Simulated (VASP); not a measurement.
# Ge (R-3) in VASP: a series of runs

Ge is run at these levels: LDA; tasks: single point.

All numbers are computed with VASP 6.6.1; they aren't measurements. Logs are shortened: lines on timing, memory, paths and dates and some standing lists are left out, and cuts for length are marked.

### Step 1. The cell of the first run

Symmetry: R-3, No. 148, trigonal system. Conventional cell: a = 9.272 Å, b = 9.272 Å, c = 6.226 Å, α = 90.00°, β = 90.00°, γ = 120.00°. Within 3.1 Å of Ge (site symmetry 3) lie 4 Ge at 2.34 to 2.69 Å. Ge (site symmetry 1) has 4 Ge at 2.34 to 2.54 Å within 3.1 Å.

### Step 2. Single point, LDA

INCAR

```
PREC = Accurate ; ENCUT = 520
EDIFF = 1E-6 ; ISMEAR = 0
SIGMA = 0.15 ; LREAL = False
LASPH = True ; NELM = 100
ALGO = Normal ; ISIF = 2
LWAVE = False ; LCHARG = False
GGA = CA ; NBANDS = 66
```

KPOINTS

```
Automatic mesh
0
Gamma
  9 9 9
```

POSCAR

```
Ge
1.0
    4.6361000000      2.6766535830      2.0754666667
   -4.6361000000      2.6766535830      2.0754666667
    0.0000000000     -5.3533071660      2.0754666667
Ge
8
Direct
    0.7160372198      0.7160372198      0.7160372198
    0.2839627802      0.2839627802      0.2839627802
    0.0289443365      0.7253625346      0.5322921793
    0.5322921793      0.0289443365      0.7253625346
    0.7253625346      0.5322921793      0.0289443365
    0.9710556635      0.2746374654      0.4677078207
    0.4677078207      0.9710556635      0.2746374654
    0.2746374654      0.4677078207      0.9710556635
```

Potentials or basis: VASP PAW LDA potentials, release 64 (Ge_d).

Run with:

```sh
> cat potpaw_LDA.64/Ge_d/POTCAR > POTCAR
> mpirun -np 1 vasp_std > vasp.out
```

OUTCAR:

```text
PREC = Accurate
   ENCUT = 520
   EDIFF = 1E-6
   ISMEAR = 0
   LREAL = False
   LASPH = True
   NELM = 100
   ISIF = 2
   GGA = CA

 ion  position               nearest neighbor table
   1  0.716  0.716  0.716-   4 2.34   3 2.34   5 2.34   2 2.69
   2  0.284  0.284  0.284-   7 2.34   6 2.34   8 2.34   1 2.69
   3  0.029  0.725  0.532-   1 2.34   6 2.40   4 2.54   5 2.54
   4  0.532  0.029  0.725-   1 2.34   7 2.40   5 2.54   3 2.54
   5  0.725  0.532  0.029-   1 2.34   8 2.40   4 2.54   3 2.54
   6  0.971  0.275  0.468-   2 2.34   3 2.40   7 2.54   8 2.54
   7  0.468  0.971  0.275-   2 2.34   4 2.40   8 2.54   6 2.54
   8  0.275  0.468  0.971-   2 2.34   5 2.40   7 2.54   6 2.54

  LATTYP: Found a trigonal (rhomboedric) cell.
 ALAT       =     5.7415554946
 COS(alpha) =    -0.3039965793

  Lattice vectors:

 A1 = (   4.6361000000,   2.6766535830,   2.0754666667)
 A2 = (  -4.6361000000,   2.6766535830,   2.0754666667)
 A3 = (   0.0000000000,  -5.3533071660,   2.0754666667)

Analysis of symmetry for initial positions (statically):
=====================================================================
 Subroutine PRICEL returns:
 Original cell was already a primitive cell.

 Routine SETGRP: Setting up the symmetry group for a
 trigonal (rhombohedral) supercell.

 Subroutine GETGRP returns: Found  6 space group operations
 (whereof  6 operations were pure point group operations)
 out of a pool of 12 trial point group operations.

The static configuration has the point symmetry S_6 .

Analysis of symmetry for dynamics (positions and initial velocities):
=====================================================================
 Subroutine PRICEL returns:
 Original cell was already a primitive cell.

 Routine SETGRP: Setting up the symmetry group for a
 trigonal (rhombohedral) supercell.

 Subroutine GETGRP returns: Found  6 space group operations
 (whereof  6 operations were pure point group operations)
 out of a pool of 12 trial point group operations.

The dynamic configuration has the point symmetry S_6 .

 Subroutine INISYM returns: Found  6 space group operations
 (whereof  6 operations are pure point group operations),
 and found     1 'primitive' translations

----------------------------------------------------------------------------------------

                                     Primitive cell

  volume of cell :     154.5297

  direct lattice vectors                    reciprocal lattice vectors
     4.636100000  2.676653583  2.075466667     0.107849270  0.062266805  0.160606450
    -4.636100000  2.676653583  2.075466667    -0.107849270  0.062266805  0.160606450
     0.000000000 -5.353307166  2.075466667     0.000000000 -0.124533610  0.160606450

  length of vectors
     5.741555495  5.741555495  5.741555495     0.203231523  0.203231523  0.203231523

  position of ions in fractional coordinates (direct lattice)
     0.716037220  0.716037220  0.716037220
     0.283962780  0.283962780  0.283962780
     0.028944336  0.725362535  0.532292179
     0.532292179  0.028944336  0.725362535
     0.725362535  0.532292179  0.028944336
     0.971055664  0.274637465  0.467707821
     0.467707821  0.971055664  0.274637465
     0.274637465  0.467707821  0.971055664

  ion indices of the primitive-cell ions
   primitive index   ion index
                 1           1
                 2           2
                 3           3
                 4           4
                 5           5
                 6           6
                 7           7
                 8           8

----------------------------------------------------------------------------------------

 KPOINTS: Automatic mesh

Automatic generation of k-mesh.
 Grid dimensions read from file:
 generate k-points for:    9    9    9

 Generating k-lattice:

  Cartesian coordinates                     Fractional coordinates (reciprocal lattice)
     0.011983252  0.006918534  0.017845161     0.111111111  0.000000000  0.000000000
    -0.011983252  0.006918534  0.017845161     0.000000000  0.111111111  0.000000000
     0.000000000 -0.013837068  0.017845161     0.000000000  0.000000000  0.111111111

  Length of vectors
     0.022581280  0.022581280  0.022581280

  Shift w.r.t. Gamma in fractional coordinates (k-lattice)
     0.000000000  0.000000000  0.000000000

 Subroutine IBZKPT returns following result:
 ===========================================

 Found    125 irreducible k-points:

 Following reciprocal coordinates:
            Coordinates               Weight
  0.000000  0.000000  0.000000      1.000000
  0.111111  0.000000  0.000000      6.000000
  0.222222  0.000000  0.000000      6.000000
  0.333333 -0.000000  0.000000      6.000000
  0.444444  0.000000  0.000000      6.000000
  0.111111  0.111111  0.000000      6.000000
[... 16 lines left out ...]
  0.444444  0.222222  0.000000      6.000000
 -0.444444  0.000000 -0.222222      6.000000
 [... further k-points ...]
   k-points           NKPTS =    125   k-points in BZ     NKDIM =    125   number of bands    NBANDS=     66
   number of dos      NEDOS =    301   number of ions     NIONS =      8
   total plane-waves  NPLWV = 110592
   dimension x,y,z NGX =    48 NGY =   48 NGZ =   48
   dimension x,y,z NGXF=    96 NGYF=   96 NGZF=   96
   ions per type =               8
   NGX,Y,Z   is equivalent  to a cutoff of  13.90, 13.90, 13.90 a.u.
   NGXF,Y,Z  is equivalent  to a cutoff of  27.80, 27.80, 27.80 a.u.
 SYSTEM =  unknown system
   PREC   = accura    normal or accurate (medium, high low for compatibility)
   ISTART =      0    job   : 0-new  1-cont  2-samecut
   ICHARG =      2    charge: 1-file 2-atom 10-const
   ISPIN  =      1    spin polarized calculation?
   LNONCOLLINEAR =      F non collinear calculations
   LSORBIT =      F    spin-orbit coupling
   LASPH  =      T    aspherical Exc in radial PAW
   ENCUT  =  520.0 eV  38.22 Ry    6.18 a.u.  10.68 10.68 10.68*2*pi/ulx,y,z
   NELM   =    100;   NELMIN=  2; NELMDL= -5     # of ELM steps
   EDIFF  = 0.1E-05   stopping-criterion for ELM
   LREAL  =      F    real-space projection
   EDIFFG = 0.1E-04   stopping-criterion for IOM
   NSW    =      0    number of steps for IOM
   IBRION =     -1    ionic relax: 0-MD 1-quasi-New 2-CG
   NFREE  =      0    steps in history (QN), initial steepest desc. (CG)
   ISIF   =      2    stress and relaxation
   ISYM   =      2    0-nonsym 1-usesym 2-fastsym
   POTIM  = 0.5000    time-step for ionic-motion
   TEBEG  =    0.0;   TEEND  =   0.0 temperature during run
   PSTRESS=    0.0 pullay stress
   NELECT =     112.0000    total number of electrons
   NUPDOWN=      -1.0000    fix difference up-down
   EMIN   =  10.00;   EMAX   =-10.00  energy-range for DOS
   EFERMI =   0.00;   METHOD = LEGACY
   ISMEAR =     0;   SIGMA  =   0.15  broadening in eV -4-tet -1-fermi 0-gaus
   EFERMI_NEDOS =   21; number of points for ismear=-14 and -15
   IALGO  =     38    algorithm
   IMIX   =      4    mixing-type and parameters
     AMIX     =   0.40;   BMIX     =  1.00
     AMIX_MAG =   1.60;   BMIX_MAG =  1.00
  volume/ion in A,a.u.               =      19.32       130.35
  Fermi-wavevector in a.u.,A,eV,Ry     =   1.470540  2.778918 29.422435  2.162488
  Thomas-Fermi vector in A             =   2.585784
   LORBIT       =      0    0 simple, 1 ext, 2 COOP (PROOUT), +10 PAW based schemes
   GGA     = CA    functional components
   LHFCALC =     F    Hartree Fock is set to
   AEXX    =    0.0000 exact exchange contribution
   IVDW    =     0    specifies the selected vdW correction
   LEPSILON=     F    determine dielectric tensor
   LRPA    =     F    only Hartree local field effects (RPA)
 non-spin polarized calculation
 Gauss-broadening in eV      SIGMA  =   0.15
  energy-cutoff  :      520.00
  volume of cell :      154.53
 maximum number of plane-waves:      4195
 NGX is ok and might be reduce to    48
   NGX = 21   NGY = 21   NGZ = 21

 number of electron     112.0000012 magnetization

 Free energy of the ion-electron system (eV)
  ---------------------------------------------------
  ext. energy  EPLUGINS =         0.00000000
  ---------------------------------------------------
  free energy    TOTEN  =       -39.84169123 eV

  energy without entropy =      -39.82978399  energy(sigma->0) =      -39.83573761

 E-fermi :   6.1116     XC(G=0): -11.2355

 val. band max:        6.0999361371   @ k =   0.2222  -0.1111   0.4444
 cond. band min:       6.1163029319   @ k =   0.3333   0.2222   0.0000
 fundamental gap:      0.0163667948
 Fermi energy:         6.1115948157

 k-point     1 :       0.0000    0.0000    0.0000
  band No.  band energies     occupation
      1     -18.8986      2.00000
      2     -18.8986      2.00000
      3     -18.8728      2.00000
      4     -18.8728      2.00000
      5     -18.8640      2.00000
      6     -18.8143      2.00000
[... 58 lines left out ...]
     65      11.8972      0.00000
     66      12.8077      0.00000

 k-point     2 :       0.1111    0.0000    0.0000
  band No.  band energies     occupation
      1     -18.8993      2.00000
      2     -18.8977      2.00000
      3     -18.8732      2.00000
      4     -18.8709      2.00000
      5     -18.8623      2.00000
      6     -18.8178      2.00000
[... 58 lines left out ...]
     65      11.9504      0.00000
     66      12.1495      0.00000

 k-point     3 :       0.2222    0.0000    0.0000
  band No.  band energies     occupation
      1     -18.9006      2.00000
      2     -18.8951      2.00000
      3     -18.8745      2.00000
      4     -18.8662      2.00000
      5     -18.8572      2.00000
      6     -18.8248      2.00000
[... 1438 lines left out ...]
     65      10.8705      0.00000
     66      11.3459      0.00000

 k-point    24 :      -0.4444    0.0000   -0.2222
  band No.  band energies     occupation
      1     -18.8982      2.00000
      2     -18.8875      2.00000
      3     -18.8750      2.00000
      4     -18.8584      2.00000
      5     -18.8458      2.00000
      6     -18.8344      2.00000
[... 58 lines left out ...]
     65      10.7997      0.00000
     66      11.6829      0.00000

 [... further k-points ...]

------------------------ aborting loop because EDIFF is reached ----------------------------------------

  FORCE on cell =-STRESS in cart. coord.  units (eV):
  Direction    XX          YY          ZZ          XY          YZ          ZX
  --------------------------------------------------------------------------------------
  -------------------------------------------------------------------------------------
  Total       10.2628763     10.2628763     -7.1771355     -0.0000000      0.0000000      0.0000000
  in kB      106.4063876    106.4063876    -74.4131611     -0.0000000      0.0000000      0.0000000
  external PRESSURE =      46.1332047 kB  Pullay stress =       0.0000000 kB

 VOLUME and BASIS-vectors are now :
 -----------------------------------------------------------------------------
  energy-cutoff  :      520.00
  volume of cell :      154.53
      direct lattice vectors                 reciprocal lattice vectors
     4.636100000  2.676653583  2.075466667     0.107849270  0.062266805  0.160606450
    -4.636100000  2.676653583  2.075466667    -0.107849270  0.062266805  0.160606450
     0.000000000 -5.353307166  2.075466667     0.000000000 -0.124533610  0.160606450

 POSITION                                       TOTAL-FORCE (eV/Angst)
 -----------------------------------------------------------------------------------
      0.00000      0.00000      4.45833         0.000000      0.000000     -0.877737
      0.00000      0.00000      1.76807         0.000000     -0.000000      0.877737
     -3.22866     -0.83051      2.67029         0.023565      0.925176      0.190624
      2.33357     -2.38085      2.67029        -0.813008     -0.442181      0.190624
      0.89509      3.21136      2.67029         0.789444     -0.482996      0.190624
      3.22866      0.83051      3.55611        -0.023565     -0.925176     -0.190624
     -2.33357      2.38085      3.55611         0.813008      0.442181     -0.190624
     -0.89509     -3.21136      3.55611        -0.789444      0.482996     -0.190624
 -----------------------------------------------------------------------------------
    total drift:                               -0.000000      0.000000      0.000000

  FREE ENERGIE OF THE ION-ELECTRON SYSTEM (eV)
  ---------------------------------------------------
  free  energy   TOTEN  =       -39.8416912260 eV

  energy  without entropy=      -39.8297839882  energy(sigma->0) =      -39.83573761
```

Wall time 46 min (1 thread of Intel Xeon 8259CL, shared host); peak memory 0.84 GiB.

What came out:

```
Free energy            : -39.8417 eV
Pressure               : 4.6 GPa
Largest force          : 0.945 eV/Å
Band gap on the k mesh : zero (bands 56 and 57 overlap by 0.89 eV)
```

Forces on the atoms (eV/Å):
```
Ge   0.000  0.000 -0.878
Ge   0.000  0.000  0.878
Ge   0.024  0.925  0.191
Ge  -0.813 -0.442  0.191
Ge   0.789 -0.483  0.191
Ge  -0.024 -0.925 -0.191
Ge   0.813  0.442 -0.191
Ge  -0.789  0.483 -0.191
```

Stress tensor (GPa, compression positive):
```
10.64  0.00  0.00
 0.00 10.64  0.00
 0.00  0.00 -7.44
```

Levels at points of the mesh, in eV from the Fermi level:
```csv
k point,band 52,band 53,band 54,band 55,band 56,band 57,band 58,band 59,band 60,band 61
"(0.00, 0.00, 0.00)",-3.87,-3.87,-1.30,-1.30,-0.59,1.63,1.92,1.92,3.83,3.83
```

Caveat: the cell stands under pressure.

(Continued in part 2 of 2.)
